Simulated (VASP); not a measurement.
# Ta (I4/mmm) in VASP: notebook, part 2 of 2

VASP 6.6.1. The steps go on from the part before.

### 3 Single point, PBEsol (strain -0.0450 x Voigt [1, 1, 0, 0, 0, 0])

The input, INCAR:

```
SYSTEM = Ta
ALGO = Fast
EDIFF = 1E-6
ENCUT = 520
GGA = PS
ISIF = 2
ISMEAR = 0
LASPH = .True.
LCHARG = .False.
LREAL = .False.
LWAVE = .False.
NBANDS = 12
NELM = 60
PREC = Accurate
SIGMA = 0.15
```

The input, KPOINTS:

```
k-points
0
Gamma
  20 20 20
  0 0 0
```

The input, POSCAR:

```
Ta
1.0
   -1.5769724000      1.5769724000      1.6512800000
    1.5769724000     -1.5769724000      1.6512800000
    1.5769724000      1.5769724000     -1.6512800000
Ta
1
Direct
    0.0000000000      0.0000000000      0.0000000000
```

Potentials or basis: VASP PAW PBE potentials, release 64 (Ta_pv).

Launch:

```console
> cat potpaw_PBE.64/Ta_pv/POTCAR > POTCAR
> mpirun -np 1 vasp_std > vasp.out
```

OUTCAR:

```text
SYSTEM = Ta
   EDIFF = 1E-6
   ENCUT = 520
   GGA = PS
   ISIF = 2
   ISMEAR = 0
   LASPH = .True.
   LREAL = .False.
   NELM = 60
   PREC = Accurate

 ion  position               nearest neighbor table
   1  0.000  0.000  0.000-

  LATTYP: Found a body centered tetragonal cell.
 ALAT       =     3.1539448000
 C/A-ratio  =     1.0471204188

  Lattice vectors:

 A1 = (  -1.5769724000,   1.5769724000,   1.6512800000)
 A2 = (   1.5769724000,  -1.5769724000,   1.6512800000)
 A3 = (   1.5769724000,   1.5769724000,  -1.6512800000)

Analysis of symmetry for initial positions (statically):
=====================================================================
 Subroutine PRICEL returns:
 Original cell was already a primitive cell.

 Routine SETGRP: Setting up the symmetry group for a
 body centered tetragonal supercell.

 Subroutine GETGRP returns: Found 16 space group operations
 (whereof 16 operations were pure point group operations)
 out of a pool of 16 trial point group operations.

The static configuration has the point symmetry D_4h.

Analysis of symmetry for dynamics (positions and initial velocities):
=====================================================================
 Subroutine PRICEL returns:
 Original cell was already a primitive cell.

 Routine SETGRP: Setting up the symmetry group for a
 body centered tetragonal supercell.

 Subroutine GETGRP returns: Found 16 space group operations
 (whereof 16 operations were pure point group operations)
 out of a pool of 16 trial point group operations.

The dynamic configuration has the point symmetry D_4h.

 Subroutine INISYM returns: Found 16 space group operations
 (whereof 16 operations are pure point group operations),
 and found     1 'primitive' translations

----------------------------------------------------------------------------------------

                                     Primitive cell
[... 111 lines left out ...]
  Fermi-wavevector in a.u.,A,eV,Ry     =   1.432285  2.706626 27.911538  2.051440
  Thomas-Fermi vector in A             =   2.551929
   LORBIT       =      0    0 simple, 1 ext, 2 COOP (PROOUT), +10 PAW based schemes
   GGA     = PS    functional components
   LHFCALC =     F    Hartree Fock is set to
   AEXX    =    0.0000 exact exchange contribution
   IVDW    =     0    specifies the selected vdW correction
   LEPSILON=     F    determine dielectric tensor
   LRPA    =     F    only Hartree local field effects (RPA)
 non-spin polarized calculation
 RMM-DIIS sequential band-by-band and
 Gauss-broadening in eV      SIGMA  =   0.15
  energy-cutoff  :      520.00
  volume of cell :       16.43
 maximum number of plane-waves:       458
 NGX is ok and might be reduce to    24
   NGX = 11   NGY = 11   NGZ = 11

 number of electron      10.9999999 magnetization

 Free energy of the ion-electron system (eV)
  ---------------------------------------------------
  ext. energy  EPLUGINS =         0.00000000
  ---------------------------------------------------
  free energy    TOTEN  =       -12.48080887 eV

  energy without entropy =      -12.46697068  energy(sigma->0) =      -12.47388977

 E-fermi :   6.0868     XC(G=0): -13.2073

 val. band max:        6.0855096034   @ k =  -0.3000   0.3000   0.0000
 cond. band min:       6.0913953445   @ k =  -0.4000   0.3000  -0.0000
 fundamental gap:      0.0058857412
 Fermi energy:         6.0868204005

 k-point     1 :       0.0000    0.0000    0.0000
  band No.  band energies     occupation
      1     -26.5684      2.00000
      2     -26.5600      2.00000
      3     -26.5600      2.00000
      4      -2.1847      2.00000
      5       6.6102      0.00000
      6       6.6102      0.00000
      7       7.2415      0.00000
      8       9.9402      0.00000
      9      10.8237      0.00000
     10      21.0148      0.00000
     11      21.8855      0.00000
     12      21.8855      0.00000
[... 331 lines left out ...]
 k-point    24 :      -0.3500    0.0500    0.0000
  band No.  band energies     occupation
      1     -27.7591      2.00000
      2     -26.9205      2.00000
      3     -26.5859      2.00000
      4       1.1375      2.00000
      5       5.0167      2.00000
      6       5.9787      1.69216
      7       9.6845      0.00000
      8      11.1311      0.00000
      9      11.6843      0.00000
     10      20.6823      0.00000
     11      21.0305      0.00000
     12      22.0427      0.00000

 [... further k-points ...]
[... 5 lines left out ...]
  --------------------------------------------------------------------------------------
  -------------------------------------------------------------------------------------
  Total        2.0778809      2.0778809      1.3940989      0.0000000      0.0000000      0.0000000
  in kB      202.6760092    202.6760092    135.9800742      0.0000000      0.0000000      0.0000000
  external PRESSURE =     180.4440309 kB  Pullay stress =       0.0000000 kB

 VOLUME and BASIS-vectors are now :
 -----------------------------------------------------------------------------
  energy-cutoff  :      520.00
  volume of cell :       16.43
      direct lattice vectors                 reciprocal lattice vectors
    -1.576972400  1.576972400  1.651280000     0.000000000  0.317063254  0.302795407
     1.576972400 -1.576972400  1.651280000     0.317063254  0.000000000  0.302795407
     1.576972400  1.576972400 -1.651280000     0.317063254  0.317063254  0.000000000

 POSITION                                       TOTAL-FORCE (eV/Angst)
 -----------------------------------------------------------------------------------
      0.00000      0.00000      0.00000         0.000000     -0.000000     -0.000000
 -----------------------------------------------------------------------------------
    total drift:                               -0.000000      0.000000     -0.000000

  FREE ENERGIE OF THE ION-ELECTRON SYSTEM (eV)
  ---------------------------------------------------
  free  energy   TOTEN  =       -12.4808088695 eV

  energy  without entropy=      -12.4669706789  energy(sigma->0) =      -12.47388977
```

OSZICAR:

```text
N       E                     dE             d eps       ncg     rms          rms(c)
DAV:   1     0.608895087343E+02    0.60890E+02   -0.61212E+03 15440   0.890E+02
DAV:   2    -0.119515977437E+02   -0.72841E+02   -0.70988E+02 17072   0.249E+02
DAV:   3    -0.129225095876E+02   -0.97091E+00   -0.96451E+00 18408   0.272E+01
DAV:   4    -0.129246503305E+02   -0.21407E-02   -0.21406E-02 16760   0.143E+00
DAV:   5    -0.129246560118E+02   -0.56812E-05   -0.56808E-05 18204   0.699E-02    0.162E+01
RMM:   6    -0.125911934320E+02    0.33346E+00   -0.21465E-01 16474   0.384E+00    0.819E+00
RMM:   7    -0.124817234891E+02    0.10947E+00   -0.23673E-01 17499   0.393E+00    0.333E-01
RMM:   8    -0.124807571351E+02    0.96635E-03   -0.91553E-03 18828   0.943E-01    0.287E-01
RMM:   9    -0.124808305049E+02   -0.73370E-04   -0.95946E-04 19439   0.307E-01    0.513E-02
RMM:  10    -0.124808106431E+02    0.19862E-04   -0.12238E-04 19232   0.114E-01    0.782E-03
RMM:  11    -0.124808086316E+02    0.20115E-05   -0.18787E-05 18908   0.443E-02    0.447E-03
RMM:  12    -0.124808088695E+02   -0.23785E-06   -0.27296E-06 16104   0.155E-02
   1 F= -.12480809E+02 E0= -.12473890E+02  d E =-.138382E-01
```

stdout:

```text
POSCAR found type information on POSCAR Ta
 POSCAR found :  1 types and       1 ions
 scaLAPACK will be used
 -----------------------------------------------------------------------------
|                                                                             |
|                                                                             |
|     You enforced a specific xc type in the INCAR file but a different       |
|     I HOPE YOU KNOW WHAT YOU ARE DOING!                                     |
|                                                                             |
 -----------------------------------------------------------------------------

 LDA part: xc-table for (Slater+PW92), standard interpolation
 POSCAR, INCAR and KPOINTS ok, starting setup
 FFT: planning ... GRIDC
 FFT: planning ... GRID_SOFT
 FFT: planning ... GRID
 WAVECAR not read
 entering main loop
WARNING in EDDRMM: call to ZHEGV failed, returncode =   6  3     12
```

Wall time 36 s (1 thread of Intel Xeon 6975P-C (Granite Rapids), shared host); peak memory 0.24 GiB.

What came out:

* Free energy: -12.4808 eV
* Pressure: 18.0 GPa

Caveat: the cell differs from its parent crystal (strain -0.0450 x Voigt [1, 1, 0, 0, 0, 0]); the PAW data sets were made with another functional, which shifts forces and pressure a little; spin-orbit coupling is left out, which moves the levels of the heavy elements.

### 4 Single point, PBEsol (strain -0.0300 x Voigt [1, 1, 0, 0, 0, 0])

The input, INCAR:

```
ALGO = Fast
EDIFF = 1E-6
ENCUT = 520
GGA = PS
ISIF = 2
ISMEAR = 0
LASPH = True
LCHARG = False
LREAL = False
LWAVE = False
NBANDS = 12
NELM = 60
PREC = Accurate
SIGMA = 0.15
```

The input, KPOINTS:

```
k-points
0
Gamma
  20 20 20
```

The input, POSCAR:

```
Ta
1.0
   -1.6017416000      1.6017416000      1.6512800000
    1.6017416000     -1.6017416000      1.6512800000
    1.6017416000      1.6017416000     -1.6512800000
Ta
1
Direct
    0.0000000000      0.0000000000      0.0000000000
```

Potentials or basis: VASP PAW PBE potentials, release 64 (Ta_pv).

Launch:

```console
> cat potpaw_PBE.64/Ta_pv/POTCAR > POTCAR
> mpirun -np 1 vasp_std > vasp.out
```

OUTCAR:

```text
EDIFF = 1E-6
   ENCUT = 520
   GGA = PS
   ISIF = 2
   ISMEAR = 0
   LASPH = True
   LREAL = False
   NELM = 60
   PREC = Accurate

 ion  position               nearest neighbor table
   1  0.000  0.000  0.000-

  LATTYP: Found a body centered tetragonal cell.
 ALAT       =     3.2034832000
 C/A-ratio  =     1.0309278351

  Lattice vectors:

 A1 = (  -1.6017416000,   1.6017416000,   1.6512800000)
 A2 = (   1.6017416000,  -1.6017416000,   1.6512800000)
 A3 = (   1.6017416000,   1.6017416000,  -1.6512800000)

Analysis of symmetry for initial positions (statically):
=====================================================================
 Subroutine PRICEL returns:
 Original cell was already a primitive cell.

 Routine SETGRP: Setting up the symmetry group for a
 body centered tetragonal supercell.

 Subroutine GETGRP returns: Found 16 space group operations
 (whereof 16 operations were pure point group operations)
 out of a pool of 16 trial point group operations.

The static configuration has the point symmetry D_4h.

Analysis of symmetry for dynamics (positions and initial velocities):
[... 163 lines left out ...]
 fundamental gap:      0.0062060234
 Fermi energy:         5.8117110177

 k-point     1 :       0.0000    0.0000    0.0000
  band No.  band energies     occupation
      1     -26.9616      2.00000
      2     -26.9552      2.00000
      3     -26.9552      2.00000
      4      -2.3368      2.00000
      5       6.4119      0.00000
      6       6.4119      0.00000
      7       6.8185      0.00000
      8       9.7362      0.00000
      9      10.3030      0.00000
     10      20.7865      0.00000
     11      21.3540      0.00000
     12      21.3540      0.00000
[... 331 lines left out ...]
 k-point    24 :      -0.3500    0.0500    0.0000
  band No.  band energies     occupation
      1     -28.0362      2.00000
      2     -27.2888      2.00000
      3     -26.9774      2.00000
      4       0.9548      2.00000
      5       4.7612      2.00000
      6       5.6952      1.72815
      7       9.4379      0.00000
      8      10.6804      0.00000
      9      11.2286      0.00000
     10      20.2302      0.00000
     11      20.6422      0.00000
     12      21.3588      0.00000

 [... further k-points ...]
[... 5 lines left out ...]
  --------------------------------------------------------------------------------------
  -------------------------------------------------------------------------------------
  Total        1.1914956      1.1914956      0.7524717      0.0000000      0.0000000      0.0000000
  in kB      112.6516053    112.6516053     71.1434887      0.0000000      0.0000000      0.0000000
  external PRESSURE =      98.8155665 kB  Pullay stress =       0.0000000 kB

 VOLUME and BASIS-vectors are now :
 -----------------------------------------------------------------------------
  energy-cutoff  :      520.00
  volume of cell :       16.95
      direct lattice vectors                 reciprocal lattice vectors
    -1.601741600  1.601741600  1.651280000     0.000000000  0.312160214  0.302795407
     1.601741600 -1.601741600  1.651280000     0.312160214  0.000000000  0.302795407
     1.601741600  1.601741600 -1.651280000     0.312160214  0.312160214  0.000000000

 POSITION                                       TOTAL-FORCE (eV/Angst)
 -----------------------------------------------------------------------------------
      0.00000      0.00000      0.00000        -0.000000     -0.000000      0.000000
 -----------------------------------------------------------------------------------
    total drift:                               -0.000000      0.000000      0.000000

  FREE ENERGIE OF THE ION-ELECTRON SYSTEM (eV)
  ---------------------------------------------------
  free  energy   TOTEN  =       -12.5317229209 eV

  energy  without entropy=      -12.5176667153  energy(sigma->0) =      -12.52469482
```

stdout:

```text
POSCAR found type information on POSCAR Ta
 POSCAR found :  1 types and       1 ions
 scaLAPACK will be used
 -----------------------------------------------------------------------------
|                                                                             |
|                                                                             |
|     You enforced a specific xc type in the INCAR file but a different       |
|     I HOPE YOU KNOW WHAT YOU ARE DOING!                                     |
|                                                                             |
 -----------------------------------------------------------------------------

 LDA part: xc-table for (Slater+PW92), standard interpolation
 POSCAR, INCAR and KPOINTS ok, starting setup
 FFT: planning ... GRIDC
 FFT: planning ... GRID_SOFT
 FFT: planning ... GRID
 WAVECAR not read
 entering main loop
```

Run time: 37 s. Hardware: 1 thread of Intel Xeon 6975P-C (Granite Rapids), shared host; peak memory 0.24 GiB.

What came out:

```yaml
Free_energy: -12.5317 eV
Pressure: 9.9 GPa
```

Stress tensor (GPa, compression positive):
```
11.27  0.00  0.00
 0.00 11.27  0.00
 0.00  0.00  7.11
```

Caveat: the cell differs from its parent crystal (strain -0.0300 x Voigt [1, 1, 0, 0, 0, 0]); the PAW data sets were made with another functional, which shifts forces and pressure a little; spin-orbit coupling is left out, which moves the levels of the heavy elements.

### 5 Overview

```tsv
cell	gap on the mesh (eV)	pressure (GPa)
a = 2.747 Å, angles 111.2, 111.2, 106.1°, 1 atom	none	27.3
a = 2.775 Å, angles 110.7, 110.7, 107.0°, 1 atom	none	18.0
a = 2.803 Å, angles 110.3, 110.3, 107.8°, 1 atom	none	9.9
```

Alike in all rows: task single point; level PBEsol; potentials or basis VASP PAW PBE potentials, release 64 (Ta_pv); no spin polarisation; k mesh 20 × 20 × 20; cutoff (eV) 520; smearing gaussian 0.15 eV.

Caveats: the PAW data sets were made with another functional, which shifts forces and pressure a little; spin-orbit coupling is left out, which moves the levels of the heavy elements.

Absolute energies hang on the potentials; compare differences alone.
